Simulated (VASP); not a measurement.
# Y (a cell with a defect) in VASP: single point with PBE

Aim: the single point of Y (a cell with a defect) with PBE.

All numbers are computed with VASP 6.6.1; they aren't measurements. Logs are shortened: lines on timing, memory, paths and dates and some standing lists are left out, and cuts for length are marked.

**1. The cell of the first run**

The cell holds a defect, 17 atoms: a = 7.300 Å, b = 6.322 Å, c = 11.468 Å, α = 90.00°, β = 90.00°, γ = 90.00°.

**2. Single point, PBE**

INCAR reads:

```
ALGO = Normal ; EDIFF = 1E-6
ENCUT = 520 ; GGA = PE
ISIF = 2 ; ISMEAR = 0
LASPH = T ; LCHARG = T
LELF = T ; LREAL = Auto
LVHAR = T ; LWAVE = F
NBANDS = 108 ; NELM = 60
PREC = Accurate ; SIGMA = 0.05
```

KPOINTS reads:

```
k-points
0
Gamma
  3 3 2
```

POSCAR reads:

```
Y
1.0
   -3.6500000000     -6.3219850000      0.0000000000
    5.4750000000     -3.1609930000      0.0000000000
    0.0000000000      0.0000000000     11.4683000000
Y
17
Direct
    0.7409623138      0.4921052868     -0.0141147337
    0.5001237585      0.3639192180      0.2389293095
    0.7494444664      0.5014785940      0.4922549114
    0.4998886806      0.3325082528      0.7473919413
    0.4984684736     -0.0062885975      0.0030581690
    0.2978829471      0.8784905492      0.2710841188
    0.5014174540      0.0189944670      0.5111487317
    0.2511420143      0.8319164113      0.7466959358
    0.2593837209      0.4924443071     -0.0157771422
   -0.0011808799      0.2346558518      0.2567870565
    0.2496611547      0.5006878931      0.4911660839
   -0.0003190175      0.3311129838      0.7405159439
   -0.0007154341      0.0212119937     -0.0106364500
    0.7040758720      0.8746317686      0.2685847946
   -0.0001569981     -0.0151488663      0.5085598563
    0.7483123684      0.8318599351      0.7475440126
    0.0047447312      0.6505945697      0.1860448366
```

Potentials or basis: VASP PAW PBE potentials, release 64 (Y_sv).

Started as:

```console
$ cat potpaw_PBE.64/Y_sv/POTCAR > POTCAR
$ mpirun -np 1 vasp_std > vasp.out
```

OUTCAR:

```text
EDIFF = 1E-6
   ENCUT = 520
   GGA = PE
   ISIF = 2
   ISMEAR = 0
   LASPH = T
   LREAL = Auto
   NELM = 60
   PREC = Accurate

 ion  position               nearest neighbor table
   1  0.741  0.492  0.986-  17 3.16   4 3.41  16 3.48   2 3.49   9 3.52  13 3.52  12 3.54   5 3.62
                             5 3.64   9 3.78  13 3.84  10 3.98  14 4.05
   2  0.500  0.364  0.239-   6 3.43  14 3.45   1 3.49   9 3.50  11 3.53   3 3.54  14 3.57   5 3.58
                             6 3.59  10 3.74  10 3.76   7 3.81  17 4.09  17 4.15
   3  0.749  0.501  0.492-  14 3.50   2 3.54  12 3.55   7 3.55  15 3.57  16 3.60   4 3.61  11 3.65
                            11 3.65  10 3.67   7 3.75  15 3.75  17 4.09
   4  0.500  0.333  0.747-   7 3.36   9 3.39   1 3.41   3 3.61  11 3.62   5 3.63  16 3.64   8 3.64
                            16 3.65   8 3.65  12 3.65  12 3.65
   5  0.498  0.994  0.003-  14 3.48   6 3.48   2 3.58   8 3.60  16 3.60   9 3.61   1 3.62   9 3.62
                             4 3.63   1 3.64  13 3.65  13 3.66
   6  0.298  0.878  0.271-  17 2.76  14 2.97  10 3.14   7 3.25   2 3.43   5 3.48  11 3.49  15 3.55
                             2 3.59  13 4.00   9 4.11  14 4.33
   7  0.501  0.019  0.511-   6 3.25  14 3.28   4 3.36  16 3.46   8 3.47   3 3.55  11 3.56  15 3.65
                            15 3.67   3 3.75  11 3.76   2 3.81
   8  0.251  0.832  0.747-  15 3.43   9 3.47   7 3.47  13 3.54   5 3.60  11 3.60  16 3.63   4 3.64
                             4 3.65  12 3.65  12 3.66  16 3.67
   9  0.259  0.492  0.984-  17 3.13   4 3.39   8 3.47   2 3.50   1 3.52  12 3.53  13 3.53   5 3.61
                             5 3.62   1 3.78  13 3.84  10 4.01   6 4.11
  10  0.999  0.235  0.257-  17 2.75  14 3.14   6 3.14  15 3.29  13 3.35  11 3.66   3 3.67   2 3.74
                             2 3.76  17 3.78   1 3.98   9 4.01
  11  0.250  0.501  0.491-   6 3.49   2 3.53  12 3.56   7 3.56  15 3.57   8 3.60   4 3.62   3 3.65
                             3 3.65  10 3.66  15 3.74   7 3.76  17 4.04
  12  1.000  0.331  0.741-  15 3.45  13 3.46   9 3.53   1 3.54   3 3.55  11 3.56   4 3.65   8 3.65
                            16 3.65   4 3.65  16 3.66   8 3.66
  13  0.999  0.021  0.989-  17 3.25  10 3.35  12 3.46   1 3.52  16 3.53   9 3.53   8 3.54   5 3.65
                             5 3.66   1 3.84   9 3.84  14 3.97   6 4.00
  14  0.704  0.875  0.269-  17 2.78   6 2.97  10 3.14   7 3.28   2 3.45   5 3.48   3 3.50  15 3.57
                             2 3.57  13 3.97   1 4.05   6 4.33
  15  1.000  0.985  0.509-  10 3.29   8 3.43  16 3.44  12 3.45   6 3.55   3 3.57  14 3.57  11 3.57
                             7 3.65   7 3.67  11 3.74   3 3.75  17 4.26
  16  0.748  0.832  0.748-  15 3.44   7 3.46   1 3.48  13 3.53   3 3.60   5 3.60   8 3.63   4 3.64
                             4 3.65  12 3.65  12 3.66   8 3.67
  17  0.005  0.651  0.186-  10 2.75   6 2.76  14 2.78   9 3.13   1 3.16  13 3.25  10 3.78  11 4.04
                             3 4.09   2 4.09   2 4.15  15 4.26

  LATTYP: Found a simple orthorhombic cell.
 ALAT       =     6.3219855857
 B/A-ratio  =     1.1547004518
 C/A-ratio  =     1.8140345062

  Lattice vectors:

 A1 = (  -5.4750000000,   3.1609930000,   0.0000000000)
 A2 = (  -3.6500000000,  -6.3219850000,   0.0000000000)
 A3 = (   0.0000000000,   0.0000000000,  11.4683000000)

Analysis of symmetry for initial positions (statically):
=====================================================================
 Subroutine PRICEL returns:
 Original cell was already a primitive cell.

 Routine SETGRP: Setting up the symmetry group for a
 simple orthorhombic supercell.

 Subroutine GETGRP returns: Found  1 space group operations
 (whereof  1 operations were pure point group operations)
 out of a pool of  8 trial point group operations.

The static configuration has the point symmetry C_1 .

Analysis of symmetry for dynamics (positions and initial velocities):
=====================================================================
 Subroutine PRICEL returns:
 Original cell was already a primitive cell.

 Routine SETGRP: Setting up the symmetry group for a
 simple orthorhombic supercell.

 Subroutine GETGRP returns: Found  1 space group operations
 (whereof  1 operations were pure point group operations)
 out of a pool of  8 trial point group operations.

The dynamic configuration has the point symmetry C_1 .

 Subroutine INISYM returns: Found  1 space group operations
 (whereof  1 operations are pure point group operations),
 and found     1 'primitive' translations

----------------------------------------------------------------------------------------

                                     Primitive cell

  volume of cell :     529.2677
[... 60 lines left out ...]
     0.045662099 -0.026363027  0.000000000    -0.000000000  0.333333333  0.000000000
     0.000000000  0.000000000  0.043598441     0.000000000  0.000000000  0.500000000

  Length of vectors
     0.045662103  0.052726051  0.043598441

  Shift w.r.t. Gamma in fractional coordinates (k-lattice)
     0.000000000  0.000000000  0.000000000

 Subroutine IBZKPT returns following result:
 ===========================================

 Found     10 irreducible k-points:

 Following reciprocal coordinates:
            Coordinates               Weight
  0.000000  0.000000  0.000000      1.000000
  0.333333 -0.000000  0.000000      2.000000
 -0.000000  0.333333  0.000000      2.000000
  0.333333  0.333333  0.000000      2.000000
 -0.333333  0.333333  0.000000      2.000000
  0.000000  0.000000  0.500000      1.000000
  0.333333 -0.000000  0.500000      2.000000
 -0.000000  0.333333  0.500000      2.000000
  0.333333  0.333333  0.500000      2.000000
 -0.333333  0.333333  0.500000      2.000000
   k-points           NKPTS =     10   k-points in BZ     NKDIM =     10   number of bands    NBANDS=    108
   number of dos      NEDOS =    301   number of ions     NIONS =     17
   total plane-waves  NPLWV = 233280
   dimension x,y,z NGX =    54 NGY =   48 NGZ =   90
   dimension x,y,z NGXF=   108 NGYF=   96 NGZF=  180
   ions per type =              17
   NGX,Y,Z   is equivalent  to a cutoff of  12.30, 12.62, 13.05 a.u.
   NGXF,Y,Z  is equivalent  to a cutoff of  24.60, 25.24, 26.09 a.u.
 SYSTEM =  unknown system
   PREC   = accura    normal or accurate (medium, high low for compatibility)
   ISTART =      0    job   : 0-new  1-cont  2-samecut
   ICHARG =      2    charge: 1-file 2-atom 10-const
   ISPIN  =      1    spin polarized calculation?
   LNONCOLLINEAR =      F non collinear calculations
   LSORBIT =      F    spin-orbit coupling
   LASPH  =      T    aspherical Exc in radial PAW
   ENCUT  =  520.0 eV  38.22 Ry    6.18 a.u.  13.57 11.75 21.32*2*pi/ulx,y,z
   NELM   =     60;   NELMIN=  2; NELMDL= -5     # of ELM steps
   EDIFF  = 0.1E-05   stopping-criterion for ELM
   LREAL  =      T    real-space projection
   EDIFFG = 0.1E-04   stopping-criterion for IOM
   NSW    =      0    number of steps for IOM
   IBRION =     -1    ionic relax: 0-MD 1-quasi-New 2-CG
   NFREE  =      0    steps in history (QN), initial steepest desc. (CG)
   ISIF   =      2    stress and relaxation
   ISYM   =      2    0-nonsym 1-usesym 2-fastsym
   POTIM  = 0.5000    time-step for ionic-motion
   TEBEG  =    0.0;   TEEND  =   0.0 temperature during run
   PSTRESS=    0.0 pullay stress
   NELECT =     187.0000    total number of electrons
   NUPDOWN=      -1.0000    fix difference up-down
   EMIN   =  10.00;   EMAX   =-10.00  energy-range for DOS
   EFERMI =   0.00;   METHOD = LEGACY
   ISMEAR =     0;   SIGMA  =   0.05  broadening in eV -4-tet -1-fermi 0-gaus
   EFERMI_NEDOS =   21; number of points for ismear=-14 and -15
   IALGO  =     38    algorithm
   IMIX   =      4    mixing-type and parameters
     AMIX     =   0.40;   BMIX     =  1.00
     AMIX_MAG =   1.60;   BMIX_MAG =  1.00
  volume/ion in A,a.u.               =      31.13       210.10
  Fermi-wavevector in a.u.,A,eV,Ry     =   1.157347  2.187069 18.224350  1.339452
  Thomas-Fermi vector in A             =   2.293959
   LORBIT       =      0    0 simple, 1 ext, 2 COOP (PROOUT), +10 PAW based schemes
   GGA     = PE    functional components
   LHFCALC =     F    Hartree Fock is set to
   AEXX    =    0.0000 exact exchange contribution
   IVDW    =     0    specifies the selected vdW correction
   LEPSILON=     F    determine dielectric tensor
   LRPA    =     F    only Hartree local field effects (RPA)
 non-spin polarized calculation
 Gauss-broadening in eV      SIGMA  =   0.05
  energy-cutoff  :      520.00
  volume of cell :      529.27
 maximum number of plane-waves:     14281
 NGX is ok and might be reduce to    54
   NGX = 27   NGY = 23   NGZ = 43

 number of electron     186.9999999 magnetization

 Free energy of the ion-electron system (eV)
  ---------------------------------------------------
  ext. energy  EPLUGINS =         0.00000000
  ---------------------------------------------------
  free energy    TOTEN  =      -106.67838430 eV

  energy without entropy =     -106.63718849  energy(sigma->0) =     -106.65778639

 E-fermi :   3.1956     XC(G=0):  -9.6174

 val. band max:        3.1954370814   @ k =  -0.0000   0.3333   0.5000
 cond. band min:       3.1976005239   @ k =   0.3333  -0.0000   0.5000
 fundamental gap:      0.0021634425
 Fermi energy:         3.1956153789

 k-point     1 :       0.0000    0.0000    0.0000
  band No.  band energies     occupation
      1     -39.5219      2.00000
      2     -39.5012      2.00000
      3     -39.4946      2.00000
      4     -39.4471      2.00000
      5     -39.3879      2.00000
      6     -39.3629      2.00000
[... 1069 lines left out ...]
    104       4.0695      0.00000
    105       4.1815      0.00000
 [bands above 105 left out]

------------------------ aborting loop because EDIFF is reached ----------------------------------------

  FORCE on cell =-STRESS in cart. coord.  units (eV):
  Direction    XX          YY          ZZ          XY          YZ          ZX
  --------------------------------------------------------------------------------------
  -------------------------------------------------------------------------------------
  Total        8.4573184      9.2816824      4.8606856      0.2822725     -0.1945737      0.2141167
  in kB       25.6016454     28.0971261     14.7140671      0.8544837     -0.5890056      0.6481653
  external PRESSURE =      22.8042795 kB  Pullay stress =       0.0000000 kB

 VOLUME and BASIS-vectors are now :
 -----------------------------------------------------------------------------
  energy-cutoff  :      520.00
  volume of cell :      529.27
      direct lattice vectors                 reciprocal lattice vectors
    -3.650000000 -6.321985000  0.000000000    -0.068493159 -0.118633621  0.000000000
     5.475000000 -3.160993000  0.000000000     0.136986296 -0.079089080  0.000000000
     0.000000000  0.000000000 11.468300000     0.000000000  0.000000000  0.087196882

 POSITION                                       TOTAL-FORCE (eV/Angst)
 -----------------------------------------------------------------------------------
     -0.01024     -6.23989     11.30643        -0.010590      0.017031     -0.055441
      0.16701     -4.31212      2.74011         0.004585     -0.000655     -0.007023
      0.01012     -6.32315      5.64533        -0.003330     -0.004337      0.032635
     -0.00411     -4.21134      8.57132        -0.023610      0.010473      0.011810
      3.62116     -6.29243      0.03507        -0.034258      0.023558      0.049142
      3.72246     -4.66011      3.10887        -0.004170      0.020916      0.080333
[... 9 lines left out ...]
      1.82309     -7.36032      8.57306         0.003292      0.001009      0.008717
      3.54469     -2.08652      2.13362         0.031912     -0.008487     -0.212999
 -----------------------------------------------------------------------------------
    total drift:                                0.001117     -0.000341      0.000986

  FREE ENERGIE OF THE ION-ELECTRON SYSTEM (eV)
  ---------------------------------------------------
  free  energy   TOTEN  =      -106.6783843002 eV

  energy  without entropy=     -106.6371884892  energy(sigma->0) =     -106.65778639
```

It took 51 min on 1 thread of Intel Xeon 8259CL, shared host; peak memory 0.73 GiB.

Results:

| Property | Result |
| --- | --- |
| Free energy | -106.6784 eV |
| Pressure | 2.3 GPa |
| Largest force | 0.216 eV/Å |
| Band gap on the k mesh | zero (an odd number of electrons rules out a gap without spin polarisation) |

Forces on the atoms (eV/Å):
```
Y   -0.011  0.017 -0.055
Y    0.005 -0.001 -0.007
Y   -0.003 -0.004  0.033
Y   -0.024  0.010  0.012
Y   -0.034  0.024  0.049
Y   -0.004  0.021  0.080
Y   -0.007  0.001 -0.001
Y   -0.001 -0.006  0.008
Y   -0.023  0.002 -0.061
Y    0.052 -0.032  0.043
Y    0.001  0.003  0.036
Y    0.001 -0.003 -0.003
Y    0.038 -0.023 -0.025
Y   -0.020 -0.004  0.069
Y   -0.004  0.003  0.027
Y    0.003  0.001  0.009
Y    0.032 -0.008 -0.213
```

Levels at points of the mesh, in eV from the Fermi level:
```tsv
k point	band 92	band 93	band 94	band 95	band 96	band 97
(0.00, 0.00, 0.00)	-0.12	-0.10	-0.05	0.09	0.14	0.25
(0.00, 0.00, 0.50)	-0.17	-0.08	-0.06	-0.04	-0.02	0.28
```
